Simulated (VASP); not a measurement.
**Ba: single point with BLYP**

The system is Ba.

```
Ba
1.0
     4.17743    0.00000    0.00000
     0.00000    4.17743    0.00000
     0.00000    0.00000    4.17743
Ba
1
Direct
  0.00000 0.00000 0.00000
```

This cell differs from its parent crystal: volume scaled by 1.08.

| Quantity | Value |
| --- | --- |
| Program | VASP 6.6.1 |
| Task | single point |
| Functional | BLYP |
| Potentials or basis | VASP PAW PBE potentials, release 64 (Ba_sv) |
| Cutoff | 500 eV |
| k mesh | 9 × 9 × 9 |
| Occupations | fermi-dirac, width 0.1 eV |
| Spin | no spin polarisation |
| Dipole correction | no |
| Further INCAR settings | ALGO = Normal; EDIFF = 1e-06; NBANDS = 11 |

```json
{"Pressure": "-0.3 GPa"}
```

Levels at points of the mesh, in eV from the Fermi level:
```csv
k point,band 2,band 3,band 4,band 5,band 6,band 7,band 8,band 9
"(0.00, 0.00, 0.00)",-14.37,-14.37,-14.37,-2.46,0.05,0.05,3.94,3.94
```

Wall time 43 s on 1 thread of Intel Xeon 8259CL, with other jobs on the host, peak memory 0.17 GiB.

Caveat: the PAW data sets were made with another functional, which shifts forces and pressure a little; spin-orbit coupling is left out, which moves the levels of the heavy elements.
